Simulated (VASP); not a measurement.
# HfSiO4 (Hafnon) (I4_1/amd) in VASP: notebook, part 2 of 2

VASP 6.6.1. Earlier steps stand in the parts before.

## (5) Single point, BLYP+D4

This run uses another cell than the first one, of 10.98 Å³/atom, 0.965 times its volume.

The input, INCAR:

```
SYSTEM = HfSiO4
PREC = Accurate
ENCUT = 520
EDIFF = 1E-6
ISMEAR = -1
SIGMA = 0.05
LREAL = .FALSE.
LASPH = .TRUE.
NELM = 60
ALGO = Normal
ISIF = 2
LWAVE = .FALSE.
LCHARG = .TRUE.
GGA = B5
ALDAX = 1.0
AGGAX = 1.0
AGGAC = 1.0
ALDAC = 0.0
IVDW = 13
VDW_S6 = 1.0
VDW_S8 = 2.34076671
VDW_A1 = 0.44488865
VDW_A2 = 4.0933009
LELF = .TRUE.
LVHAR = .TRUE.
NBANDS = 50
```

The input, KPOINTS:

```
regular mesh
0
G
  6 6 6
  0 0 0
```

The input, POSCAR:

```
HfSiO4
1.0
   -3.3051509353      3.3051509353      3.0147811671
    3.3051509353     -3.3051509353      3.0147811671
    3.3051509353      3.3051509353     -3.0147811671
Hf Si O
2 2 8
Direct
    0.0000000000      0.0000000000      0.0000000000
    0.7500000000      0.2500000000      0.5000000000
    0.5000000000      0.5000000000      0.0000000000
    0.2500000000      0.7500000000      0.5000000000
    0.6795026003      0.4945986434      0.8150960431
    0.2445986434      0.9295026003      0.3150960431
    0.6795026003      0.8644065573      0.1849039569
    0.6144065573      0.9295026003      0.6849039569
    0.0704973997      0.3855934427      0.3150960431
    0.5054013566      0.3204973997      0.1849039569
    0.0704973997      0.7554013566      0.6849039569
    0.1355934427      0.3204973997      0.8150960431
```

Potentials or basis: VASP PAW PBE potentials, release 64 (Hf_pv, Si, O).

The run is started by

```console
$ cat potpaw_PBE.64/Hf_pv/POTCAR potpaw_PBE.64/Si/POTCAR potpaw_PBE.64/O/POTCAR > POTCAR
$ mpirun -np 1 vasp_std > vasp.out
```

OUTCAR:

```text
SYSTEM = HfSiO4
   PREC = Accurate
   ENCUT = 520
   EDIFF = 1E-6
   ISMEAR = -1
   LREAL = .FALSE.
   LASPH = .TRUE.
   NELM = 60
   ISIF = 2
   GGA = B5
   IVDW = 13

 ion  position               nearest neighbor table
   1  0.000  0.000  0.000-   8 2.13   9 2.13   6 2.13  11 2.13   7 2.29  12 2.29  10 2.29   5 2.29
                             3 3.01   3 3.01   2 3.63   2 3.63   2 3.63   2 3.63
   2  0.750  0.250  0.500-   7 2.13  12 2.13  10 2.13   5 2.13   8 2.29   9 2.29  11 2.29   6 2.29
                             4 3.01   4 3.01   1 3.63   1 3.63   1 3.63   1 3.63
[... 1514 lines left out ...]
  energy-cutoff  :      520.00
  volume of cell :      131.73
      direct lattice vectors                 reciprocal lattice vectors
    -3.305150935  3.305150935  3.014781167     0.000000000  0.151279022  0.165849517
     3.305150935 -3.305150935  3.014781167     0.151279022  0.000000000  0.165849517
     3.305150935  3.305150935 -3.014781167     0.151279022  0.151279022  0.000000000

 POSITION                                       TOTAL-FORCE (eV/Angst)
 -----------------------------------------------------------------------------------
      0.00000      0.00000      0.00000         0.000000     -0.000000     -0.000000
      0.00000      3.30515      1.50739         0.000000     -0.000000     -0.000000
      0.00000      0.00000      3.01478         0.000000     -0.000000     -0.000000
      3.30515      0.00000      1.50739         0.000000     -0.000000     -0.000000
      2.08288      3.30515      1.08232        -0.170050     -0.000000      0.162818
      3.30515     -1.22227      2.58971         0.000000     -0.170050      0.162818
      1.22227     -0.00000      4.09710         0.170050     -0.000000      0.162818
      3.30515      1.22227      2.58971         0.000000      0.170050      0.162818
      2.08288      0.00000      0.42507        -0.170050     -0.000000     -0.162818
      0.00000      1.22227      1.93246         0.000000      0.170050     -0.162818
      4.52742      0.00000      0.42507         0.170050     -0.000000     -0.162818
      3.30515      2.08288     -1.08232         0.000000     -0.170050     -0.162818
 -----------------------------------------------------------------------------------
    total drift:                               -0.000000      0.000000     -0.000000

  FREE ENERGIE OF THE ION-ELECTRON SYSTEM (eV)
  ---------------------------------------------------
  free  energy   TOTEN  =      -108.4631096302 eV

  energy  without entropy=     -108.4631096302  energy(sigma->0) =     -108.46310963
```

OSZICAR:

```text
N       E                     dE             d eps       ncg     rms          rms(c)
DAV:   1     0.465366618718E+03    0.46537E+03   -0.42462E+04  3000   0.148E+03
DAV:   2    -0.943617373595E+02   -0.55973E+03   -0.54292E+03  3678   0.368E+02
DAV:   3    -0.123729908927E+03   -0.29368E+02   -0.29234E+02  3640   0.819E+01
DAV:   4    -0.124104658777E+03   -0.37475E+00   -0.37419E+00  3888   0.101E+01
DAV:   5    -0.124109680659E+03   -0.50219E-02   -0.50196E-02  3758   0.110E+00    0.660E+01
DAV:   6    -0.104129064352E+03    0.19981E+02   -0.82706E+01  3432   0.409E+01    0.554E+01
DAV:   7    -0.104118642976E+03    0.10421E-01   -0.39847E+00  3800   0.899E+00    0.413E+01
DAV:   8    -0.104129925034E+03   -0.11282E-01   -0.93648E-01  3718   0.548E+00    0.137E+01
DAV:   9    -0.104055161918E+03    0.74763E-01   -0.33755E-01  3456   0.287E+00    0.221E+00
DAV:  10    -0.104055205770E+03   -0.43852E-04   -0.13856E-02  3824   0.630E-01    0.653E-01
DAV:  11    -0.104054952174E+03    0.25360E-03   -0.17545E-03  3614   0.215E-01    0.173E-01
DAV:  12    -0.104055008993E+03   -0.56820E-04   -0.10832E-04  3608   0.519E-02    0.742E-02
DAV:  13    -0.104055022476E+03   -0.13482E-04   -0.19487E-05  3824   0.259E-02    0.446E-02
DAV:  14    -0.104055022111E+03    0.36519E-06   -0.13013E-06  2520   0.611E-03
   1 F= -.10846311E+03 E0= -.10846311E+03  d E =-.174242E-10
```

Run time: 7 min. Hardware: 1 thread of Intel Xeon 8259CL, shared host; peak memory 0.36 GiB.

What came out:

```yaml
Free_energy: -108.4631 eV
Pressure: -0.8 GPa
Largest_force: 0.235 eV/Å
Band_gap_on_the_k_mesh: 5.32 eV, indirect (least direct gap 5.66 eV)
Dispersion_energy_per_atom: -0.367 eV
```

Forces in eV/Å, atoms in the order of the input:
```
Hf   0.000  0.000  0.000
Hf   0.000  0.000  0.000
Si   0.000  0.000  0.000
Si   0.000  0.000  0.000
O   -0.170  0.000  0.163
O    0.000 -0.170  0.163
O    0.170  0.000  0.163
O    0.000  0.170  0.163
O   -0.170  0.000 -0.163
O    0.000  0.170 -0.163
O    0.170  0.000 -0.163
O    0.000 -0.170 -0.163
```

Stress tensor (GPa, compression positive):
```
-1.01  0.00  0.00
 0.00 -1.01  0.00
 0.00  0.00 -0.42
```

Levels at points of the mesh, in eV from the valence-band top:
| k point | band 35 | band 36 | band 37 | band 38 | band 39 | band 40 | band 41 | band 42 |
| --- | --- | --- | --- | --- | --- | --- | --- | --- |
| (0.00, 0.00, 0.00) | -0.59 | -0.59 | -0.54 | 0.00 | 5.66 | 5.92 | 6.07 | 6.07 |
| (0.50, 0.00, 0.00) | -0.90 | -0.80 | -0.27 | -0.20 | 5.55 | 5.71 | 6.40 | 6.55 |
| (0.50, 0.50, 0.00) | -0.90 | -0.90 | -0.58 | -0.58 | 5.33 | 5.33 | 6.37 | 6.37 |
| (0.50, 0.50, 0.50) | -1.08 | -1.08 | -0.88 | -0.88 | 6.10 | 6.10 | 6.53 | 6.53 |

Caveat: the PAW data sets were made with another functional, which shifts forces and pressure a little; spin-orbit coupling is left out, which moves the levels of the heavy elements. A k mesh can miss the band edges.

## (6) Single point, PBE

This run uses another cell than the first one, of 10.73 Å³/atom, 0.943 times its volume.

The input, INCAR:

```
SYSTEM = HfSiO4
  ALGO = Normal
  EDIFF = 1E-7
  ENCUT = 520
  GGA = PE
  ISIF = 2
  ISMEAR = -1
  LASPH = .True.
  LCHARG = .True.
  LELF = .True.
  LREAL = .False.
  LVHAR = .True.
  LWAVE = .False.
  NBANDS = 50
  NELM = 100
  PREC = Accurate
  SIGMA = 0.05
```

The input, KPOINTS:

```
k-points
0
Gamma
  5 5 5
  0 0 0
```

The input, POSCAR:

```
HfSiO4
1.0
   -3.2862500000      3.2862500000      2.9816000000
    3.2862500000     -3.2862500000      2.9816000000
    3.2862500000      3.2862500000     -2.9816000000
Hf Si O
2 2 8
Direct
    0.0000000000      0.0000000000      0.0000000000
    0.7500000000      0.2500000000      0.5000000000
    0.5000000000      0.5000000000      0.0000000000
    0.2500000000      0.7500000000      0.5000000000
    0.6807220798      0.4954442570      0.8147221773
    0.2454442570      0.9307220798      0.3147221773
    0.6807220798      0.8659999025      0.1852778227
    0.6159999025      0.9307220798      0.6852778227
    0.0692779202      0.3840000975      0.3147221773
    0.5045557430      0.3192779202      0.1852778227
    0.0692779202      0.7545557430      0.6852778227
    0.1340000975      0.3192779202      0.8147221773
```

Potentials or basis: VASP PAW PBE potentials, release 64 (Hf_pv, Si, O).

The run is started by

```console
$ cat potpaw_PBE.64/Hf_pv/POTCAR potpaw_PBE.64/Si/POTCAR potpaw_PBE.64/O/POTCAR > POTCAR
$ mpirun -np 1 vasp_std > vasp.out
```

Wall time 2.8 min (1 thread of Intel Xeon Platinum 8488C (Sapphire Rapids), shared host); peak memory 0.31 GiB.

It converged, with:

- Free energy: -108.6148 eV
- Pressure: 5.3 GPa
- Largest force: 0.196 eV/Å
- Band gap on the k mesh: 5.43 eV, indirect (least direct gap 5.81 eV)

Forces in eV/Å, atoms in the order of the input:
```
Hf   0.000  0.000  0.000
Hf   0.000  0.000  0.000
Si   0.000  0.000  0.000
Si   0.000  0.000  0.000
O   -0.137  0.000  0.140
O    0.000 -0.137  0.140
O    0.137  0.000  0.140
O    0.000  0.137  0.140
O   -0.137  0.000 -0.140
O    0.000  0.137 -0.140
O    0.137  0.000 -0.140
O    0.000 -0.137 -0.140
```

Stress tensor (GPa, compression positive):
```
4.94 0.00 0.00
0.00 4.94 0.00
0.00 0.00 5.99
```

Levels at points of the mesh, in eV from the valence-band top:
```csv
k point,band 34,band 35,band 36,band 37,band 38,band 39,band 40,band 41,band 42,band 43
"(0.00, 0.00, 0.00)",-0.67,-0.59,-0.59,-0.56,0.00,5.82,6.11,6.21,6.25,6.25
```

Caveat: spin-orbit coupling is left out, which moves the levels of the heavy elements. A k mesh can miss the band edges.

## (7) Summary

```tsv
level	cell	k mesh	cutoff (eV)	smearing	gap on the mesh (eV)	pressure (GPa)	largest force (eV/Å)
PBEsol	a = 5.630 Å, angles 107.0, 107.0, 114.6°, 12 atoms	6 × 6 × 6	600	fermi-dirac 0.05 eV	5.03	-13.1	0.24
PBE	a = 5.522 Å, angles 107.0, 107.0, 114.6°, 12 atoms	6 × 6 × 6	520	gaussian 0.012 eV	5.41	5.8	0.53
BLYP	a = 5.616 Å, angles 106.9, 106.9, 114.7°, 12 atoms	6 × 6 × 6	520	fermi-dirac 0.05 eV	5.16	-0.8	0.22
BLYP+D4	a = 5.562 Å, angles 107.1, 107.1, 114.4°, 12 atoms	6 × 6 × 6	520	fermi-dirac 0.05 eV	5.32	-0.8	0.24
PBE	a = 5.522 Å, angles 107.0, 107.0, 114.6°, 12 atoms	5 × 5 × 5	520	fermi-dirac 0.05 eV	5.43	5.3	0.20
```

Some of these runs hold the atoms at other places in the same cell, which the table doesn't show; runs alike in all that it shows share one row.

Alike in all rows: task single point; potentials or basis VASP PAW PBE potentials, release 64 (Hf_pv, Si, O); no spin polarisation.

Caveats: spin-orbit coupling is left out, which moves the levels of the heavy elements; the PAW data sets were made with another functional, which shifts forces and pressure a little (some runs).

Absolute energies hang on the potentials; compare differences alone.
